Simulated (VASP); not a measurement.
A run of VASP 6.6.1 is set up as follows.

INCAR

```
SYSTEM = NaF
ALGO     = Normal         ! electronic algorithm
EDIFF    = 1E-6           ! SCF threshold, eV
ENCUT    = 520            ! plane-wave cutoff, eV
GGA      = PE             ! functional
ISIF     = 2              ! what is computed and relaxed
ISMEAR   = 0              ! smearing method
LASPH    = .True.         ! aspherical terms in the spheres
LCHARG   = .False.        ! write CHGCAR
LREAL    = .False.        ! projectors in reciprocal space
LWAVE    = .False.        ! write WAVECAR
NBANDS   = 14             ! bands
NELM     = 100            ! most SCF steps
PREC     = Accurate       ! precision mode
SIGMA    = 0.01           ! smearing width, eV
```

KPOINTS

```
k-points
0
Gamma
  6 6 6
  0 0 0
```

The input POSCAR:

```
NaF
1.0
    0.0000000000      2.2972417820      2.2972417820
    2.2972417820      0.0000000000      2.2972417820
    2.2972417820      2.2972417820      0.0000000000
Na F
1 1
Direct
    0.0000000000      0.0000000000      0.0000000000
    0.5000000000      0.5000000000      0.5000000000
```

Potentials or basis: VASP PAW PBE potentials, release 64 (Na_pv, F).

The run is started by

```sh
$ cat potpaw_PBE.64/Na_pv/POTCAR potpaw_PBE.64/F/POTCAR > POTCAR
$ mpirun -np 1 vasp_std > vasp.out
```

Task: What does it give for the band gap on the k mesh?

Result: 6.44 eV, direct.

Task: What does it give for the pressure?

Result: 3.5 GPa.
